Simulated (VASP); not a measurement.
# AlRu (Pm-3m) in VASP: further runs

The runs below take AlRu through single point, with LDA.

Program: VASP 6.6.1. These are calculated values, not measurements. Logs are shortened: lines on timing, memory, paths and dates and some standing lists are left out, and cuts for length are marked.

### Step 1. The cell of the first run

It takes space group Pm-3m (No. 221, cubic). Conventional cell: a = 2.910 Å, b = 2.910 Å, c = 2.910 Å, α = 90.00°, β = 90.00°, γ = 90.00°. Within 3.3 Å of Al (site symmetry m-3m) lie 8 Ru at 2.52 Å and 6 Al at 2.91 Å. Within 3.3 Å of Ru (site symmetry m-3m) lie 8 Al at 2.52 Å and 6 Ru at 2.91 Å.

### Step 2. Single point, LDA

Contents of INCAR:

```
SYSTEM = AlRu
ALGO     = Normal         ! electronic algorithm
EDIFF    = 1E-6           ! SCF threshold, eV
ENCUT    = 520            ! plane-wave cutoff, eV
GGA      = CA             ! functional
ISIF     = 2              ! what is computed and relaxed
ISMEAR   = 1              ! smearing method
LASPH    = .TRUE.         ! aspherical terms in the spheres
LCHARG   = .FALSE.        ! write CHGCAR
LREAL    = .FALSE.        ! projectors in reciprocal space
LWAVE    = .FALSE.        ! write WAVECAR
NBANDS   = 16             ! bands
NELM     = 80             ! most SCF steps
PREC     = Accurate       ! precision mode
SIGMA    = 0.1            ! smearing width, eV
```

Contents of KPOINTS:

```
k-points
0
G
  10 10 10
  0 0 0
```

Contents of POSCAR:

```
AlRu
1.0
    2.9095967325      0.0000000000      0.0000000000
    0.0000000000      2.9095967325      0.0000000000
    0.0000000000      0.0000000000      2.9095967325
Al Ru
1 1
Direct
    0.0000000000      0.0000000000      0.0000000000
    0.5000000000      0.5000000000      0.5000000000
```

Potentials or basis: VASP PAW LDA potentials, release 64 (Al, Ru_pv).

Command:

```
> cat potpaw_LDA.64/Al/POTCAR potpaw_LDA.64/Ru_pv/POTCAR > POTCAR
> mpirun -np 1 vasp_std > vasp.out
```

OUTCAR:

```text
SYSTEM = AlRu
   EDIFF = 1E-6
   ENCUT = 520
   GGA = CA
   ISIF = 2
   ISMEAR = 1
   LASPH = .TRUE.
   LREAL = .FALSE.
   NELM = 80
   PREC = Accurate

 ion  position               nearest neighbor table
   1  0.000  0.000  0.000-   2 2.52   2 2.52   2 2.52   2 2.52   2 2.52   2 2.52   2 2.52   2 2.52

   2  0.500  0.500  0.500-   1 2.52   1 2.52   1 2.52   1 2.52   1 2.52   1 2.52   1 2.52   1 2.52

  LATTYP: Found a simple cubic cell.
 ALAT       =     2.9095967325

  Lattice vectors:

 A1 = (   2.9095967325,   0.0000000000,   0.0000000000)
 A2 = (   0.0000000000,   2.9095967325,   0.0000000000)
 A3 = (   0.0000000000,   0.0000000000,   2.9095967325)

Analysis of symmetry for initial positions (statically):
=====================================================================
 Subroutine PRICEL returns:
 Original cell was already a primitive cell.

 Routine SETGRP: Setting up the symmetry group for a
 simple cubic supercell.

 Subroutine GETGRP returns: Found 48 space group operations
 (whereof 48 operations were pure point group operations)
 out of a pool of 48 trial point group operations.

The static configuration has the point symmetry O_h .

Analysis of symmetry for dynamics (positions and initial velocities):
=====================================================================
 Subroutine PRICEL returns:
 Original cell was already a primitive cell.

 Routine SETGRP: Setting up the symmetry group for a
 simple cubic supercell.

 Subroutine GETGRP returns: Found 48 space group operations
 (whereof 48 operations were pure point group operations)
 out of a pool of 48 trial point group operations.

The dynamic configuration has the point symmetry O_h .

 Subroutine INISYM returns: Found 48 space group operations
 (whereof 48 operations are pure point group operations),
 and found     1 'primitive' translations

----------------------------------------------------------------------------------------

                                     Primitive cell

  volume of cell :      24.6319

  direct lattice vectors                    reciprocal lattice vectors
     2.909596732  0.000000000  0.000000000     0.343690240  0.000000000  0.000000000
     0.000000000  2.909596732  0.000000000     0.000000000  0.343690240  0.000000000
     0.000000000  0.000000000  2.909596732     0.000000000  0.000000000  0.343690240

  length of vectors
     2.909596732  2.909596732  2.909596732     0.343690240  0.343690240  0.343690240

  position of ions in fractional coordinates (direct lattice)
     0.000000000  0.000000000  0.000000000
     0.500000000  0.500000000  0.500000000

  ion indices of the primitive-cell ions
   primitive index   ion index
                 1           1
                 2           2

----------------------------------------------------------------------------------------

 KPOINTS: k-points

Automatic generation of k-mesh.
 Grid dimensions read from file:
 generate k-points for:   10   10   10

 Generating k-lattice:

  Cartesian coordinates                     Fractional coordinates (reciprocal lattice)
     0.034369024  0.000000000  0.000000000     0.100000000  0.000000000  0.000000000
     0.000000000  0.034369024  0.000000000     0.000000000  0.100000000  0.000000000
     0.000000000  0.000000000  0.034369024     0.000000000  0.000000000  0.100000000

  Length of vectors
     0.034369024  0.034369024  0.034369024

  Shift w.r.t. Gamma in fractional coordinates (k-lattice)
     0.000000000  0.000000000  0.000000000

 Subroutine IBZKPT returns following result:
 ===========================================

 Found     56 irreducible k-points:

 Following reciprocal coordinates:
            Coordinates               Weight
  0.000000  0.000000  0.000000      1.000000
  0.100000  0.000000  0.000000      6.000000
  0.200000  0.000000  0.000000      6.000000
  0.300000  0.000000  0.000000      6.000000
  0.400000  0.000000  0.000000      6.000000
  0.500000  0.000000  0.000000      3.000000
[... 16 lines left out ...]
  0.200000  0.100000  0.100000     24.000000
  0.300000  0.100000  0.100000     24.000000
 [... further k-points ...]
   k-points           NKPTS =     56   k-points in BZ     NKDIM =     56   number of bands    NBANDS=     16
   number of dos      NEDOS =    301   number of ions     NIONS =      2
   total plane-waves  NPLWV =  13824
   dimension x,y,z NGX =    24 NGY =   24 NGZ =   24
   dimension x,y,z NGXF=    48 NGYF=   48 NGZF=   48
   ions per type =               1   1
   NGX,Y,Z   is equivalent  to a cutoff of  13.71, 13.71, 13.71 a.u.
   NGXF,Y,Z  is equivalent  to a cutoff of  27.43, 27.43, 27.43 a.u.
 SYSTEM =  AlRu
   PREC   = accura    normal or accurate (medium, high low for compatibility)
   ISTART =      0    job   : 0-new  1-cont  2-samecut
   ICHARG =      2    charge: 1-file 2-atom 10-const
   ISPIN  =      1    spin polarized calculation?
   LNONCOLLINEAR =      F non collinear calculations
   LSORBIT =      F    spin-orbit coupling
   LASPH  =      T    aspherical Exc in radial PAW
   ENCUT  =  520.0 eV  38.22 Ry    6.18 a.u.   5.41  5.41  5.41*2*pi/ulx,y,z
   NELM   =     80;   NELMIN=  2; NELMDL= -5     # of ELM steps
   EDIFF  = 0.1E-05   stopping-criterion for ELM
   LREAL  =      F    real-space projection
   EDIFFG = 0.1E-04   stopping-criterion for IOM
   NSW    =      0    number of steps for IOM
   IBRION =     -1    ionic relax: 0-MD 1-quasi-New 2-CG
   NFREE  =      0    steps in history (QN), initial steepest desc. (CG)
   ISIF   =      2    stress and relaxation
   ISYM   =      2    0-nonsym 1-usesym 2-fastsym
   POTIM  = 0.5000    time-step for ionic-motion
   TEBEG  =    0.0;   TEEND  =   0.0 temperature during run
   PSTRESS=    0.0 pullay stress
   NELECT =      17.0000    total number of electrons
   NUPDOWN=      -1.0000    fix difference up-down
   EMIN   =  10.00;   EMAX   =-10.00  energy-range for DOS
   EFERMI =   0.00;   METHOD = LEGACY
   ISMEAR =     1;   SIGMA  =   0.10  broadening in eV -4-tet -1-fermi 0-gaus
   EFERMI_NEDOS =   21; number of points for ismear=-14 and -15
   IALGO  =     38    algorithm
   IMIX   =      4    mixing-type and parameters
     AMIX     =   0.40;   BMIX     =  1.00
     AMIX_MAG =   1.60;   BMIX_MAG =  1.00
  volume/ion in A,a.u.               =      12.32        83.11
  Fermi-wavevector in a.u.,A,eV,Ry     =   1.446744  2.733950 28.477919  2.093068
  Thomas-Fermi vector in A             =   2.564778
   LORBIT       =      0    0 simple, 1 ext, 2 COOP (PROOUT), +10 PAW based schemes
   GGA     = CA    functional components
   LHFCALC =     F    Hartree Fock is set to
   AEXX    =    0.0000 exact exchange contribution
   IVDW    =     0    specifies the selected vdW correction
   LEPSILON=     F    determine dielectric tensor
   LRPA    =     F    only Hartree local field effects (RPA)
 non-spin polarized calculation
 Methfessel and Paxton  Order N= 1 SIGMA  =   0.10
  energy-cutoff  :      520.00
  volume of cell :       24.63
 maximum number of plane-waves:       691
 NGX is ok and might be reduce to    24
   NGX = 11   NGY = 11   NGZ = 11

 number of electron      17.0000002 magnetization

 Free energy of the ion-electron system (eV)
  ---------------------------------------------------
  ext. energy  EPLUGINS =         0.00000000
  ---------------------------------------------------
  free energy    TOTEN  =       -16.13857637 eV

  energy without entropy =      -16.13763344  energy(sigma->0) =      -16.13826206

 E-fermi :  11.7529     XC(G=0): -13.2269

 val. band max:       11.7427072172   @ k =   0.4000   0.1000   0.1000
 cond. band min:      11.7630923015   @ k =   0.5000   0.2000   0.2000
 fundamental gap:      0.0203850843
 Fermi energy:        11.7529228018

 k-point     1 :       0.0000    0.0000    0.0000
  band No.  band energies     occupation
      1     -29.8710      2.00000
      2     -29.8710      2.00000
      3     -29.8710      2.00000
      4       1.5908      2.00000
      5       7.6558      2.00000
      6       7.6558      2.00000
[... 8 lines left out ...]
     15      23.3997      0.00000
     16      28.2963      0.00000

 k-point     2 :       0.1000    0.0000    0.0000
  band No.  band energies     occupation
      1     -29.8993      2.00000
      2     -29.8686      2.00000
      3     -29.8686      2.00000
      4       1.7973      2.00000
      5       7.7299      2.00000
      6       7.7404      2.00000
[... 8 lines left out ...]
     15      23.9691      0.00000
     16      28.9009      0.00000

 k-point     3 :       0.2000    0.0000    0.0000
  band No.  band energies     occupation
      1     -29.9728      2.00000
      2     -29.8624      2.00000
      3     -29.8624      2.00000
      4       2.3947      2.00000
      5       7.8830      2.00000
      6       7.9333      2.00000
[... 8 lines left out ...]
     15      24.9377      0.00000
     16      29.9123      0.00000

 k-point     4 :       0.3000    0.0000    0.0000
  band No.  band energies     occupation
      1     -30.0628      2.00000
      2     -29.8546      2.00000
      3     -29.8546      2.00000
      4       3.3210      2.00000
      5       7.7482      2.00000
      6       8.2068      2.00000
[... 8 lines left out ...]
     15      25.4970      0.00000
     16      28.1263      0.00000

 k-point     5 :       0.4000    0.0000    0.0000
  band No.  band energies     occupation
      1     -30.1347      2.00000
      2     -29.8484      2.00000
      3     -29.8484      2.00000
      4       4.4768      2.00000
      5       7.0342      2.00000
      6       8.4500      2.00000
[... 8 lines left out ...]
     15      25.6767      0.00000
     16      26.4454      0.00000

 k-point     6 :       0.5000    0.0000    0.0000
  band No.  band energies     occupation
      1     -30.1620      2.00000
      2     -29.8460      2.00000
      3     -29.8460      2.00000
      4       5.4771      2.00000
      5       6.1420      2.00000
      6       8.5491      2.00000
[... 8 lines left out ...]
     15      25.4910      0.00000
     16      25.4910      0.00000
[... 267 lines left out ...]
 k-point    21 :       0.5000    0.5000    0.0000
  band No.  band energies     occupation
      1     -30.1233      2.00000
      2     -30.1233      2.00000
      3     -29.8203      2.00000
      4       5.2082      2.00000
      5       8.2809      2.00000
      6      10.3554      2.00000
[... 8 lines left out ...]
     15      26.7056      0.00000
     16      26.7056      0.00000

 k-point    22 :       0.1000    0.1000    0.1000
  band No.  band energies     occupation
      1     -29.8968      2.00000
      2     -29.8929      2.00000
      3     -29.8929      2.00000
      4       2.2004      2.00000
      5       7.9023      2.00000
      6       7.9023      2.00000
[... 8 lines left out ...]
     15      23.8086      0.00000
     16      29.8472      0.00000

 k-point    23 :       0.2000    0.1000    0.1000
  band No.  band energies     occupation
      1     -29.9673      2.00000
      2     -29.8887      2.00000
      3     -29.8865      2.00000
      4       2.7759      2.00000
      5       8.0721      2.00000
      6       8.0972      2.00000
[... 8 lines left out ...]
     15      25.3555      0.00000
     16      28.7252      0.00000

 k-point    24 :       0.3000    0.1000    0.1000
  band No.  band energies     occupation
      1     -30.0563      2.00000
      2     -29.8804      2.00000
      3     -29.8786      2.00000
      4       3.6622      2.00000
      5       7.8902      2.00000
      6       8.3711      2.00000
[... 8 lines left out ...]
     15      26.2607      0.00000
     16      27.0316      0.00000

 [... further k-points ...]

------------------------ aborting loop because EDIFF is reached ----------------------------------------

  FORCE on cell =-STRESS in cart. coord.  units (eV):
  Direction    XX          YY          ZZ          XY          YZ          ZX
  --------------------------------------------------------------------------------------
  -------------------------------------------------------------------------------------
  Total        1.8950396      1.8950396      1.8950396      0.0000000      0.0000000     -0.0000000
  in kB      123.2623606    123.2623606    123.2623606      0.0000000      0.0000000     -0.0000000
  external PRESSURE =     123.2623606 kB  Pullay stress =       0.0000000 kB

 VOLUME and BASIS-vectors are now :
 -----------------------------------------------------------------------------
  energy-cutoff  :      520.00
  volume of cell :       24.63
      direct lattice vectors                 reciprocal lattice vectors
     2.909596732  0.000000000  0.000000000     0.343690240  0.000000000  0.000000000
     0.000000000  2.909596732  0.000000000     0.000000000  0.343690240  0.000000000
     0.000000000  0.000000000  2.909596732     0.000000000  0.000000000  0.343690240

 POSITION                                       TOTAL-FORCE (eV/Angst)
 -----------------------------------------------------------------------------------
      0.00000      0.00000      0.00000         0.000000      0.000000      0.000000
      1.45480      1.45480      1.45480         0.000000      0.000000      0.000000
 -----------------------------------------------------------------------------------
    total drift:                                0.000000     -0.000000     -0.000000

  FREE ENERGIE OF THE ION-ELECTRON SYSTEM (eV)
  ---------------------------------------------------
  free  energy   TOTEN  =       -16.1385763663 eV

  energy  without entropy=      -16.1376334373  energy(sigma->0) =      -16.13826206
```

It took 22 s on 1 thread of AMD EPYC 7R13, shared host; peak memory 0.14 GiB.

What came out:

- Free energy: -16.1386 eV
- Pressure: 12.3 GPa

Levels at points of the mesh, in eV from the Fermi level:
| k point | band 5 | band 6 | band 7 | band 8 | band 9 | band 10 | band 11 | band 12 | band 13 | band 14 |
| --- | --- | --- | --- | --- | --- | --- | --- | --- | --- | --- |
| (0.00, 0.00, 0.00) | -4.10 | -4.10 | 0.19 | 0.19 | 0.19 | 6.43 | 6.43 | 6.43 | 11.52 | 11.52 |
| (0.50, 0.00, 0.00) | -5.61 | -3.20 | -1.81 | -1.81 | 0.49 | 2.57 | 7.42 | 11.41 | 11.41 | 11.65 |
| (0.50, 0.50, 0.00) | -3.47 | -1.40 | -1.40 | -1.36 | -1.36 | 1.70 | 5.82 | 7.10 | 11.13 | 11.65 |
| (0.50, 0.50, 0.50) | -5.13 | -5.13 | 1.81 | 1.81 | 3.00 | 4.33 | 4.33 | 4.33 | 9.37 | 9.37 |

### Step 3. Single point, LDA

This run uses another cell than the first one, of 12.85 Å³/atom, 1.043 times its volume.

Contents of INCAR:

```
SYSTEM = AlRu
PREC = Accurate ; ENCUT = 520
EDIFF = 1E-7 ; ISMEAR = 1
SIGMA = 0.1 ; LREAL = .FALSE.
LASPH = .TRUE. ; NELM = 80
ALGO = Normal ; ISIF = 2
LWAVE = .FALSE. ; LCHARG = .FALSE.
GGA = CA ; NBANDS = 16
```

Contents of KPOINTS:

```
regular mesh
0
G
  10 10 10
  0 0 0
```

Contents of POSCAR:

```
AlRu
1.0
    2.9511680166      0.0000000000      0.0000000000
    0.0000000000      2.9511680166      0.0000000000
    0.0000000000      0.0000000000      2.9511680166
Al Ru
1 1
Direct
    0.0000000000      0.0000000000      0.0000000000
    0.5000000000      0.5000000000      0.5000000000
```

Potentials or basis: VASP PAW LDA potentials, release 64 (Al, Ru_pv).

Command:

```
> cat potpaw_LDA.64/Al/POTCAR potpaw_LDA.64/Ru_pv/POTCAR > POTCAR
> mpirun -np 1 vasp_std > vasp.out
```

Run time: 23 s. Hardware: 1 thread of AMD EPYC 7R13, shared host; peak memory 0.14 GiB.

It converged, with:

- Free energy: -16.1831 eV
- Pressure: 1.2 GPa

Levels at points of the mesh, in eV from the Fermi level:
| k point | band 7 | band 8 | band 9 | band 10 | band 11 | band 12 |
| --- | --- | --- | --- | --- | --- | --- |
| (0.00, 0.00, 0.00) | 0.18 | 0.18 | 0.18 | 6.22 | 6.22 | 6.22 |
| (0.50, 0.00, 0.00) | -1.71 | -1.71 | 0.46 | 2.40 | 7.47 | 11.19 |
| (0.50, 0.50, 0.00) | -1.37 | -1.26 | -1.26 | 1.59 | 5.52 | 6.64 |
| (0.50, 0.50, 0.50) | 1.69 | 1.69 | 2.73 | 4.22 | 4.22 | 4.22 |

### Step 4. Single point, LDA

This run uses another cell than the first one, of 13.39 Å³/atom, 1.087 times its volume.

Contents of INCAR:

```
SYSTEM = AlRu
ALGO = Normal
EDIFF = 1E-6
ENCUT = 520
ISIF = 2
ISMEAR = 1
LASPH = .True.
LCHARG = .True.
LELF = .True.
LREAL = .False.
LVHAR = .True.
LWAVE = .False.
NBANDS = 16
NELM = 100
PREC = Accurate
SIGMA = 0.1
```

Contents of KPOINTS:

```
k-points
0
Gamma
  10 10 10
  0 0 0
```

Contents of POSCAR:

```
AlRu
1.0
    2.9916000000      0.0000000000      0.0000000000
    0.0000000000      2.9916000000      0.0000000000
    0.0000000000      0.0000000000      2.9916000000
Al Ru
1 1
Direct
    0.0000000000      0.0000000000      0.0000000000
    0.5000000000      0.5000000000      0.5000000000
```

Command:

```
> cat potpaw_LDA.64/Al/POTCAR potpaw_LDA.64/Ru_pv/POTCAR > POTCAR
> mpirun -np 1 vasp_std > vasp.out
```

It took 22 s on 1 thread of AMD EPYC 7R13, shared host; peak memory 0.14 GiB.

The run converged. Its results:

| Quantity | Value |
| --- | --- |
| Free energy | -16.1611 eV |
| Pressure | -7.7 GPa |

Levels at points of the mesh, in eV from the Fermi level:
```
           k point  band 6  band 7  band 8  band 9  band 10  band 11  band 12  band 13
(0.00, 0.00, 0.00)   -3.61    0.17    0.17    0.17     6.02     6.02     6.02    11.03
(0.50, 0.00, 0.00)   -2.82   -1.62   -1.62    0.42     2.24     7.50    10.98    10.98
(0.50, 0.50, 0.00)   -1.34   -1.34   -1.18   -1.18     1.49     5.25     6.21    10.46
(0.50, 0.50, 0.50)   -4.63    1.58    1.58    2.48     4.12     4.12     4.12     8.56
```

### Step 5. The runs side by side

```csv
cell,gap on the mesh (eV),pressure (GPa)
"a = 2.910 Å, 2 atoms",none,12.3
"a = 2.951 Å, 2 atoms",none,1.2
"a = 2.992 Å, 2 atoms",none,-7.7
```

Alike in all rows: task single point; level LDA; potentials or basis VASP PAW LDA potentials, release 64 (Al, Ru_pv); no spin polarisation; k mesh 10 × 10 × 10; cutoff (eV) 520; smearing methfessel-paxton 0.1 eV.

Total energies depend on the potentials used, so only differences within one code and one set of settings carry meaning.
